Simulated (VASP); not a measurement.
# BAs in VASP: notebook, part 2 of 2

VASP 6.6.1. The steps go on from the part before.

### 3 Single point, PBE, collinear spin

This run uses another cell than the first one.

INCAR

```
SYSTEM = BAs
ALGO     = Normal         ! electronic algorithm
EDIFF    = 1E-6           ! SCF threshold, eV
ENCUT    = 520            ! plane-wave cutoff, eV
GGA      = PE             ! functional
ISIF     = 2              ! what is computed and relaxed
ISMEAR   = 0              ! smearing method
ISPIN    = 2              ! spin polarisation
LASPH    = .True.         ! aspherical terms in the spheres
LCHARG   = .False.        ! write CHGCAR
LORBIT   = 11             ! projections on sites
LREAL    = .False.        ! projectors in reciprocal space
LWAVE    = .False.        ! write WAVECAR
MAGMOM   = 0.5 0.5 0.5 0.5 ! initial moments
NBANDS   = 20             ! bands
NELM     = 150            ! most SCF steps
PREC     = Accurate       ! precision mode
SIGMA    = 0.05           ! smearing width, eV
```

KPOINTS

```
k-points
0
Gamma
  1 1 17
  0 0 0
```

POSCAR

```
BAs
1.0
   11.0000000000      0.0000000000      0.0000000000
    0.0000000000      9.3000000000      0.0000000000
    0.0000000000      0.0000000000      3.9532419197
B As
2 2
Direct
    0.4177360082      0.5000000000      0.0000000000
    0.5822639918      0.5000000000      0.5000000000
    0.3973843637      0.5000000000      0.5000000000
    0.6026156363      0.5000000000      0.0000000000
```

Potentials or basis: VASP PAW PBE potentials, release 64 (B, As).

Run with:

```sh
$ cat potpaw_PBE.64/B/POTCAR potpaw_PBE.64/As/POTCAR > POTCAR
$ mpirun -np 1 vasp_std > vasp.out
```

OUTCAR:

```text
SYSTEM = BAs
   EDIFF = 1E-6
   ENCUT = 520
   GGA = PE
   ISIF = 2
   ISMEAR = 0
   ISPIN = 2
   LASPH = .True.
   LORBIT = 11
   LREAL = .False.
   NELM = 150
   PREC = Accurate

 ion  position               nearest neighbor table
   1  0.418  0.500  0.000-   3 1.99   3 1.99   4 2.03
   2  0.582  0.500  0.500-   4 1.99   4 1.99   3 2.03
   3  0.397  0.500  0.500-   1 1.99   1 1.99   2 2.03
   4  0.603  0.500  0.000-   2 1.99   2 1.99   1 2.03

  LATTYP: Found a simple orthorhombic cell.
 ALAT       =     3.9532419197
 B/A-ratio  =     2.3524995912
 C/A-ratio  =     2.7825263982

  Lattice vectors:

 A1 = (   0.0000000000,   0.0000000000,  -3.9532419197)
 A2 = (   0.0000000000,   9.3000000000,   0.0000000000)
 A3 = (  11.0000000000,   0.0000000000,   0.0000000000)

Analysis of symmetry for initial positions (statically):
=====================================================================
 Subroutine PRICEL returns:
 Original cell was already a primitive cell.

 Routine SETGRP: Setting up the symmetry group for a
 simple orthorhombic supercell.

 Subroutine GETGRP returns: Found  8 space group operations
 (whereof  4 operations were pure point group operations)
 out of a pool of  8 trial point group operations.

The static configuration has the point symmetry C_2v.
 The point group associated with its full space group is D_2h.

Analysis of symmetry for dynamics (positions and initial velocities):
=====================================================================
 Subroutine PRICEL returns:
 Original cell was already a primitive cell.

 Routine SETGRP: Setting up the symmetry group for a
 simple orthorhombic supercell.

 Subroutine GETGRP returns: Found  8 space group operations
 (whereof  4 operations were pure point group operations)
 out of a pool of  8 trial point group operations.

The dynamic configuration has the point symmetry C_2v.
 The point group associated with its full space group is D_2h.

Analysis of structural, dynamic, and magnetic symmetry:
=====================================================================
 Subroutine PRICEL returns:
 Original cell was already a primitive cell.

 Routine SETGRP: Setting up the symmetry group for a
 simple orthorhombic supercell.

 Subroutine GETGRP returns: Found  8 space group operations
 (whereof  4 operations were pure point group operations)
 out of a pool of  8 trial point group operations.

The overall configuration has the point symmetry C_2v.
 The point group associated with its full space group is D_2h.

 Subroutine INISYM returns: Found  8 space group operations
 (whereof  4 operations are pure point group operations),
 and found     1 'primitive' translations

----------------------------------------------------------------------------------------

                                     Primitive cell

  volume of cell :     404.4166

  direct lattice vectors                    reciprocal lattice vectors
    11.000000000  0.000000000  0.000000000     0.090909091  0.000000000  0.000000000
     0.000000000  9.300000000  0.000000000     0.000000000  0.107526882  0.000000000
     0.000000000  0.000000000  3.953241920     0.000000000  0.000000000  0.252956945

  length of vectors
    11.000000000  9.300000000  3.953241920     0.090909091  0.107526882  0.252956945
[... 69 lines left out ...]
   EDIFF  = 0.1E-05   stopping-criterion for ELM
   LREAL  =      F    real-space projection
   EDIFFG = 0.1E-04   stopping-criterion for IOM
   NSW    =      0    number of steps for IOM
   IBRION =     -1    ionic relax: 0-MD 1-quasi-New 2-CG
   NFREE  =      0    steps in history (QN), initial steepest desc. (CG)
   ISIF   =      2    stress and relaxation
   ISYM   =      2    0-nonsym 1-usesym 2-fastsym
   POTIM  = 0.5000    time-step for ionic-motion
   TEBEG  =    0.0;   TEEND  =   0.0 temperature during run
   PSTRESS=    0.0 pullay stress
   NELECT =      16.0000    total number of electrons
   NUPDOWN=      -1.0000    fix difference up-down
   EMIN   =  10.00;   EMAX   =-10.00  energy-range for DOS
   EFERMI =   0.00;   METHOD = LEGACY
   ISMEAR =     0;   SIGMA  =   0.05  broadening in eV -4-tet -1-fermi 0-gaus
   EFERMI_NEDOS =   21; number of points for ismear=-14 and -15
   IALGO  =     38    algorithm
   IMIX   =      4    mixing-type and parameters
     AMIX     =   0.40;   BMIX     =  1.00
     AMIX_MAG =   1.60;   BMIX_MAG =  1.00
  volume/ion in A,a.u.               =     101.10       682.28
  Fermi-wavevector in a.u.,A,eV,Ry     =   0.557834  1.054154  4.233848  0.311179
  Thomas-Fermi vector in A             =   1.592599
   LORBIT       =     11    0 simple, 1 ext, 2 COOP (PROOUT), +10 PAW based schemes
   GGA     = PE    functional components
   LHFCALC =     F    Hartree Fock is set to
   AEXX    =    0.0000 exact exchange contribution
   IVDW    =     0    specifies the selected vdW correction
   LEPSILON=     F    determine dielectric tensor
   LRPA    =     F    only Hartree local field effects (RPA)
 spin polarized calculation
 Gauss-broadening in eV      SIGMA  =   0.05
  energy-cutoff  :      520.00
  volume of cell :      404.42
 maximum number of plane-waves:     10925
 NGX is ok and might be reduce to    84
   NGX = 41   NGY = 35   NGZ = 15

 number of electron      16.0000000 magnetization      -0.0000108

 number of electron      16.0000000 magnetization       0.0000182

 Free energy of the ion-electron system (eV)
  ---------------------------------------------------
  ext. energy  EPLUGINS =         0.00000000
  ---------------------------------------------------
  free energy    TOTEN  =       -17.72282725 eV

  energy without entropy =      -17.72282725  energy(sigma->0) =      -17.72282725

 E-fermi :  -3.2015     XC(G=0):  -2.6500

 val. band max:       -3.4824142448   @ k =   0.0000   0.0000   0.2941
 cond. band min:      -2.6963070743   @ k =   0.0000   0.0000   0.0000
 fundamental gap:      0.7861071705
 Fermi energy:        -3.2014597093

 spin component 1

 k-point     1 :       0.0000    0.0000    0.0000
  band No.  band energies     occupation
      1     -17.2318      1.00000
      2     -13.8462      1.00000
      3      -9.4826      1.00000
      4      -7.8473      1.00000
      5      -7.0291      1.00000
      6      -6.9334      1.00000
[... 183 lines left out ...]
      6      -5.2871      1.00000
[... 12 lines left out ...]
     19       4.0480      0.00000
     20       4.2801      0.00000
 Fermi energy:        -3.2014597093

 spin component 2

 k-point     1 :       0.0000    0.0000    0.0000
  band No.  band energies     occupation
      1     -17.2318      1.00000
      2     -13.8462      1.00000
      3      -9.4826      1.00000
      4      -7.8473      1.00000
      5      -7.0291      1.00000
      6      -6.9334      1.00000
[... 196 lines left out ...]
     19       4.0443      0.00000
     20       4.2714      0.00000

------------------------ aborting loop because EDIFF is reached ----------------------------------------

  FORCE on cell =-STRESS in cart. coord.  units (eV):
  Direction    XX          YY          ZZ          XY          YZ          ZX
  --------------------------------------------------------------------------------------
  -------------------------------------------------------------------------------------
  Total        0.1885291      0.0210091      0.4869368      0.0000000      0.0000000      0.0000000
  in kB        0.7468955      0.0832317      1.9290974      0.0000000      0.0000000      0.0000000
  external PRESSURE =       0.9197415 kB  Pullay stress =       0.0000000 kB

 VOLUME and BASIS-vectors are now :
 -----------------------------------------------------------------------------
  energy-cutoff  :      520.00
  volume of cell :      404.42
      direct lattice vectors                 reciprocal lattice vectors
    11.000000000  0.000000000  0.000000000     0.090909091  0.000000000  0.000000000
     0.000000000  9.300000000  0.000000000     0.000000000  0.107526882  0.000000000
     0.000000000  0.000000000  3.953241920     0.000000000  0.000000000  0.252956945

 POSITION                                       TOTAL-FORCE (eV/Angst)
 -----------------------------------------------------------------------------------
      4.59510      4.65000      0.00000        -0.038163      0.000000      0.000000
      6.40490      4.65000      1.97662         0.038163      0.000000      0.000000
      4.37123      4.65000      1.97662        -0.059654      0.000000      0.000000
      6.62877      4.65000      0.00000         0.059654      0.000000      0.000000
 -----------------------------------------------------------------------------------
    total drift:                                0.000000      0.000000      0.000000

  FREE ENERGIE OF THE ION-ELECTRON SYSTEM (eV)
  ---------------------------------------------------
  free  energy   TOTEN  =       -17.7228272472 eV

  energy  without entropy=      -17.7228272472  energy(sigma->0) =      -17.72282725

 total charge

# of ion       s       p       d       tot
------------------------------------------
    1        0.714   0.997   0.000   1.710
    2        0.714   0.997   0.000   1.710
    3        1.192   1.617   0.067   2.876
    4        1.192   1.617   0.067   2.876
--------------------------------------------------
tot          3.810   5.227   0.134   9.171

 magnetization (x)

# of ion       s       p       d       tot
------------------------------------------
    1        0.000   0.000   0.000   0.000
    2        0.000   0.000   0.000   0.000
    3       -0.000  -0.000   0.000  -0.000
    4       -0.000  -0.000   0.000  -0.000
--------------------------------------------------
tot          0.000  -0.000   0.000  -0.000
```

Wall time 6.3 min (1 thread of AMD EPYC 7R13, shared host); peak memory 0.55 GiB.

Results:

* Free energy: -17.7228 eV
* Largest force: 0.060 eV/Å
* Band gap on the k mesh: 0.79 eV (least direct gap 0.89 eV)
* Net moment: 0.00 μB per cell
* Valence electrons inside the program's atomic spheres: B 1.71; As 2.88

Forces on the atoms (eV/Å):
```
B   -0.038  0.000  0.000
B    0.038  0.000  0.000
As  -0.060  0.000  0.000
As   0.060  0.000  0.000
```

Levels at points of the mesh, in eV from the valence-band top:
Spin up:
| k point | band 5 | band 6 | band 7 | band 8 | band 9 | band 10 | band 11 | band 12 |
| --- | --- | --- | --- | --- | --- | --- | --- | --- |
| (0.00, 0.00, 0.00) | -3.55 | -3.45 | -3.22 | -0.65 | 0.79 | 2.02 | 3.58 | 3.74 |
Spin down:
```tsv
k point	band 4	band 5	band 6	band 7	band 8	band 9	band 10	band 11	band 12	band 13
(0.00, 0.00, 0.00)	-4.36	-3.55	-3.45	-3.22	-0.65	0.79	2.02	3.58	3.74	3.86
```
